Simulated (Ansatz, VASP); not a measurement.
# C: VASP beside Ansatz

```
CELL_PARAMETERS angstrom
1.23250 0.71158 3.36139
-1.23250 0.71158 3.36139
0.00000 -1.42317 3.36139
ATOMIC_POSITIONS crystal
C 0.16313 0.16313 0.19475
C 0.83687 0.83687 0.80525
```

Change from the starting cell: mode 4 frozen in at +0.071 Å and mode 6 at -0.045 Å (largest displacements).

Alike in both runs: task single point; functional PBE; dispersion D3(BJ); k mesh 15 × 15 × 15; occupations gaussian, width 0.05 eV; no spin polarisation.

|  | VASP | Ansatz |
| --- | --- | --- |
| version | VASP 6.6.1 | Ansatz 0.2.0 |
| potentials or method | VASP PAW PBE potentials, release 64 (C), cutoff 520 eV | scalar-relativistic, plane waves, PAW |
| valence electrons in the cell | 8 | 8 |

Ansatz gave:

* gap on the k mesh at the Fermi level (eV): 0.35
* least direct gap on the mesh (eV): 0.55
* pressure (GPa): 2.8
* traceless stress, the component that is largest in VASP (GPa): 12.18
* rms of the force components (eV/Å): 3.238

Problem. What did VASP give for the same quantities?

Solution. gap on the k mesh at the Fermi level (eV): 0.34; least direct gap on the mesh (eV): 0.55; pressure (GPa): 3.2; traceless stress, the component that is largest in VASP (GPa): 12.58; rms of the force components (eV/Å): 3.243.

Atom by atom the forces differ by 0.008 eV/Å (rms over components).
